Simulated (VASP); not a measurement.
Crystal: SrO.

```
Sr O
1.0
     0.00000    2.56630    2.56630
     2.56630    0.00000    2.56630
     2.56630    2.56630    0.00000
Sr O
1 1
Direct
  0.50000 0.50000 0.50000
  0.00000 0.00000 0.00000
```

```yaml
Program: VASP 6.6.1
Task: relaxation of cell and atoms
Functional: r2SCAN
Potentials_or_basis: VASP PAW PBE potentials, release 64 (Sr_sv, O)
Cutoff: 600 eV
k_mesh: 14 × 14 × 14
Occupations: fermi-dirac, width 0.1 eV
Spin: no spin polarisation
```

At the start: pressure 2.0 GPa; volume 16.90 Å³/atom.

Problem. How do energy, volume and symmetry change on relaxing?

Solution. Over 3 steps the energy falls by 2.2 meV/atom and the volume is 17.25 Å³/atom (+2.1 %); space group Fm-3m (No. 225, to 0.05 Å).

Step by step:
```csv
step,energy change (eV),largest force (eV/Å),pressure (GPa),volume (Å³)
1,0.0000,0.0000,2.04,33.80
2,-0.0033,0.0000,-0.93,34.86
3,-0.0044,0.0000,0.01,34.51
```

Final structure:
```
Sr O
1.0
     0.00000    2.58396    2.58396
     2.58396    0.00000    2.58396
     2.58396    2.58396    0.00000
Sr O
1 1
Direct
  0.50000 0.50000 0.50000
  0.00000 0.00000 0.00000
```

Caveat: the PAW data sets were made with another functional, which shifts forces and pressure a little.
